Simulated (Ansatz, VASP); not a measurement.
## One calculation of NaLu, two programs

File INCAR:

```
ALGO     = Normal         # electronic algorithm
EDIFF    = 1E-7           # SCF threshold, eV
EDIFFG   = -0.04          # ionic threshold
ENCUT    = 600            # plane-wave cutoff, eV
GGA      = PE             # functional
IBRION   = 2              # ionic algorithm
ISIF     = 3              # what is computed and relaxed
ISMEAR   = 0              # smearing method
LASPH    = T              # aspherical terms in the spheres
LCHARG   = F              # write CHGCAR
LREAL    = F              # projectors in reciprocal space
LWAVE    = F              # write WAVECAR
NELM     = 60             # most SCF steps
NSW      = 90             # ionic steps
PREC     = Accurate       # precision mode
SIGMA    = 0.1            # smearing width, eV
```

The input KPOINTS:

```
k-points
0
Gamma
  6 6 6
```

The input POSCAR:

```
NaLu
1.0
    0.0000000000      2.8178793000      2.8178793000
    2.8178793000      0.0000000000      2.8178793000
    2.8178793000      2.8178793000      0.0000000000
Na Lu
1 1
Direct
    0.5000000000      0.5000000000      0.5000000000
    0.0000000000      0.0000000000      0.0000000000
```

Input for Ansatz:

```yaml
crystal:
  lattice:
    - [0.0, 2.8178793, 2.8178793]
    - [2.8178793, 0.0, 2.8178793]
    - [2.8178793, 2.8178793, 0.0]
  atoms:
    - { symbol: Na, position: [0.5, 0.5, 0.5] }
    - { symbol: Lu, position: [0.0, 0.0, 0.0] }
basis:
  ecutwfc: 420
kpoints:
  mp_grid: { grid: [6, 6, 6] }
hamiltonian:
  xc: pbe
scf:
  occupations: { method: gaussian, width: 0.1 }
  lower_state_search: "off"
output:
  forces: true
  stress: true
  eigenvalues: true
relax:
  adjacent_minimum: "off"
  f_tol: 0.04
  max_steps: 70
  cell: { stress_tol: 0.4 }
```

Change from the starting cell: species swapped into the LaTe type (Fm-3m, No. 225).

Alike in both runs: task relaxation of cell and atoms; functional PBE; k mesh 6 × 6 × 6; occupations gaussian, width 0.1 eV; no spin polarisation.

|  | VASP | Ansatz |
| --- | --- | --- |
| version | VASP 6.6.1 | Ansatz 0.2.0 |
| potentials or method | VASP PAW PBE potentials, release 64 (Na_pv, Lu), cutoff 600 eV | scalar-relativistic, plane waves, PAW |
| valence electrons in the cell | 32 | 34 |

VASP gave:

```
gap on the k mesh at the Fermi level, each at its own relaxed structure (eV) : none
relaxed volume (Å³/atom)                                                     : 31.88
relaxed cell length with the largest relative difference (Å)                 : 4.484
```

**Question.** Which values does Ansatz return?

**Answer.** gap on the k mesh at the Fermi level, each at its own relaxed structure (eV): none; relaxed volume (Å³/atom): 31.83; relaxed cell length with the largest relative difference (Å): 4.482.

A gap of «none» marks a metal or a gap that the smearing closes. VASP's potentials hold 32 valence electrons a cell and Ansatz's 34, so a difference there can come from the potentials and not from the codes.

Neither program's run includes spin-orbit coupling. Noted on VASP's run: the volume moved by over 15 % at a fixed basis, so the end points are rough.
